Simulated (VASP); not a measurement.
Input of a VASP 6.6.1 run:

The input INCAR:

```
ALGO = Normal
EDIFF = 1E-6
ENCUT = 520
GGA = PE
ISIF = 2
ISMEAR = -1
LASPH = T
LCHARG = T
LELF = T
LREAL = F
LVHAR = T
LWAVE = F
NBANDS = 11
NELM = 100
PREC = Accurate
SIGMA = 0.02
```

The input KPOINTS:

```
k-points
0
Gamma
  8 8 8
```

Contents of POSCAR:

```
SiC
1.0
    0.0000000000      2.2443700000      2.0539164860
    2.2443700000      0.0000000000      2.0539164860
    2.2443700000      2.2443700000      0.0000000000
Si C
1 1
Direct
    0.0000000000      0.0000000000      0.0000000000
    0.2500000000      0.2500000000      0.2500000000
```

Potentials or basis: VASP PAW PBE potentials, release 64 (Si, C).

Run with:

```console
$ cat potpaw_PBE.64/Si/POTCAR potpaw_PBE.64/C/POTCAR > POTCAR
$ mpirun -np 1 vasp_std > vasp.out
```

Task: Predict the band gap on the k mesh.

Result: 0.51 eV, indirect (least direct gap 4.45 eV).

Task: Estimate the pressure.

Result: 2.6 GPa.

Stress tensor (GPa, compression positive):
```
-3.69  0.00  0.00
 0.00 -3.69  0.00
 0.00  0.00 15.14
```

A k mesh can miss the band edges.
